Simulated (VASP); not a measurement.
Input of a VASP 6.6.1 run:

The input INCAR:

```
SYSTEM = Pb
PREC     = Accurate       ! precision mode
ENCUT    = 500            ! plane-wave cutoff, eV
EDIFF    = 1E-7           ! SCF threshold, eV
ISMEAR   = -1             ! smearing method
SIGMA    = 0.08           ! smearing width, eV
LREAL    = .FALSE.        ! projectors in reciprocal space
LASPH    = .TRUE.         ! aspherical terms in the spheres
NELM     = 120            ! most SCF steps
ALGO     = Normal         ! electronic algorithm
ISIF     = 3              ! what is computed and relaxed
LWAVE    = .FALSE.        ! write WAVECAR
LCHARG   = .FALSE.        ! write CHGCAR
GGA      = PE             ! functional
IBRION   = 2              ! ionic algorithm
NSW      = 60             ! ionic steps
EDIFFG   = -0.005         ! ionic threshold
GGA_COMPAT= .FALSE.      
NELMIN   = 4
```

The input KPOINTS:

```
Automatic mesh
0
G
  14 14 14
  0 0 0
```

File POSCAR:

```
Pb
1.0
    0.0000000000      2.5175827160      2.5175827160
    2.5175827160      0.0000000000      2.5175827160
    2.5175827160      2.5175827160      0.0000000000
Pb
1
Direct
    0.0000000000      0.0000000000      0.0000000000
```

Potentials or basis: VASP PAW PBE potentials, release 64 (Pb_d).

The run is started by

```bash
$ cat potpaw_PBE.64/Pb_d/POTCAR > POTCAR
$ mpirun -np 1 vasp_std > vasp.out
```

Task: Predict the relaxed cell.

Result: a = 3.563 Å, b = 3.563 Å, c = 3.563 Å, α = 60.00°, β = 60.00°, γ = 60.00°.

Task: What does it give for the space group after relaxing (to 0.1 Å)?

Result: Fm-3m (No. 225).

Task: What does it give for the relaxed volume?

Result: 31.99 Å³/atom.

Final structure:
```cif
data_structure
_symmetry_space_group_name_H-M 'P 1'
_symmetry_Int_Tables_number 1
_cell_length_a 3.5632
_cell_length_b 3.5632
_cell_length_c 3.5632
_cell_angle_alpha 60.000
_cell_angle_beta 60.000
_cell_angle_gamma 60.000
_cell_volume 31.99
loop_
_atom_site_label
_atom_site_type_symbol
_atom_site_fract_x
_atom_site_fract_y
_atom_site_fract_z
_atom_site_occupancy
Pb1 Pb 0.00000 0.00000 0.00000 1
```
